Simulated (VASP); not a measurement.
Runs of VASP 6.6.1 on BaS. It takes space group F-43m (No. 216, cubic). Conventional cell: a = 7.039 Å, b = 7.039 Å, c = 7.039 Å, α = 90.00°, β = 90.00°, γ = 90.00°. Ba (site symmetry -43m) has 4 S at 3.05 Å within 4.0 Å. S (site symmetry -43m) has 4 Ba at 3.05 Å within 4.0 Å. 

| level | potentials or basis | k mesh | gap on the mesh (eV) | pressure (GPa) |
| --- | --- | --- | --- | --- |
| LDA | VASP PAW LDA potentials, release 64 (Ba_sv, S) | 4 × 4 × 4 | (a) | -1.6 |
| PBE | VASP PAW PBE potentials, release 64 (Ba_sv, S) | 4 × 4 × 4 | 2.76 | 0.4 |
| r2SCAN | VASP PAW PBE potentials, release 64 (Ba_sv, S) | 4 × 4 × 4 | 3.08 | 0.4 |
| PBE | VASP PAW PBE potentials, release 64 (Ba_sv, S) | 6 × 6 × 6 | 2.76 | 0.4 |

Alike in all rows: task single point; no spin polarisation; cell as given; cutoff (eV) 520; smearing gaussian 0.01 eV.

Question: Fill in the values left out.

Answer: (a) 2.44.

Caveats: spin-orbit coupling is left out, which moves the levels of the heavy elements; the PAW data sets were made with another functional, which shifts forces and pressure a little (some runs).

A k mesh can miss the band edges, and the runs leave out spin-orbit coupling on Ba.
